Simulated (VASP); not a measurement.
Crystal: Zr2Sb3Ir.

```
CELL_PARAMETERS angstrom
3.91887 0.00000 0.00000
0.00000 3.91887 0.00000
0.00000 0.00000 8.58872
ATOMIC_POSITIONS crystal
Sb 0.50000 0.50000 0.00000
Sb 0.00000 0.50000 0.38200
Sb 0.50000 0.00000 0.61800
Ir 0.00000 0.00000 0.00000
Zr 0.00000 0.50000 0.73400
Zr 0.50000 0.00000 0.26600
```

- Program: VASP 6.6.1
- Task: relaxation of the atoms
- Functional: PBEsol
- Potentials or basis: VASP PAW PBE potentials, release 64 (Sb, Ir, Zr_sv)
- Cutoff: 450 eV
- k mesh: 9 × 9 × 4
- Occupations: fermi-dirac, width 0.0912 eV
- Spin: no spin polarisation

At the start: pressure -2.7 GPa; volume 21.98 Å³/atom.

Task: How do energy, volume and symmetry change on relaxing?

Result: Over 8 steps the energy falls by 29.7 meV/atom; space group P-4m2 (No. 115, to 0.1 Å) before and after.

The path:
```tsv
step	energy change (eV)	largest force (eV/Å)	pressure (GPa)
1	0.0000	1.2009	-2.71
2	-0.1126	0.7371	-2.60
3	-0.1734	0.1533	-1.87
4	-0.1742	0.1460	-1.98
5	-0.1741	0.1482	-1.95
6	-0.1763	0.0977	-1.97
7	-0.1778	0.0443	-2.01
8	-0.1780	0.0068	-2.05
```

Final structure:
```
CELL_PARAMETERS angstrom
3.91887 0.00000 0.00000
0.00000 3.91887 0.00000
0.00000 0.00000 8.58872
ATOMIC_POSITIONS crystal
Sb 0.50000 0.50000 0.00000
Sb 0.00000 0.50000 0.38405
Sb 0.50000 0.00000 0.61595
Ir 0.00000 0.00000 0.00000
Zr 0.00000 0.50000 0.75062
Zr 0.50000 0.00000 0.24938
```

Caveat: the PAW data sets were made with another functional, which shifts forces and pressure a little.
